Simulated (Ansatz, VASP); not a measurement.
Two plane-wave programs on SiSn7

```xyz
8
Lattice="6.5060 0.0000 0.0000 0.0000 6.5060 0.0000 0.0000 0.0000 6.5060" Properties=species:S:1:pos:R:3 pbc="T T T"
Si    0.0000    0.0000    0.0000
Sn    0.0000    3.2530    3.2530
Sn    1.5522    4.9538    4.9538
Sn    3.2530    0.0000    3.2530
Sn    4.9538    1.5522    4.9538
Sn    4.9538    4.9538    1.5522
Sn    3.2530    3.2530    0.0000
Sn    1.5522    1.5522    1.5522
```

Alike in both runs: functional PBE; k mesh 6 × 6 × 6; occupations gaussian, width 0.1 eV; no spin polarisation.

Ansatz relaxed the structure, and its values are those at the end. VASP's run is a single point on that final structure, the one shown.

```csv
,VASP,Ansatz
version,VASP 6.6.1,Ansatz 0.2.0
potentials or method,"VASP PAW PBE potentials, release 64 (Si, Sn_d), cutoff 520 eV","scalar-relativistic, plane waves, PAW"
valence electrons in the cell,102,102
```

Ansatz gave:

| Property | Result |
| --- | --- |
| gap on the k mesh at the Fermi level (eV) | none |
| pressure (GPa) | 0.0 |

Q: What did VASP give for the same quantities?

A: gap on the k mesh at the Fermi level (eV): none; pressure (GPa): -0.1.

A gap of «none» marks a metal or a gap that the smearing closes.
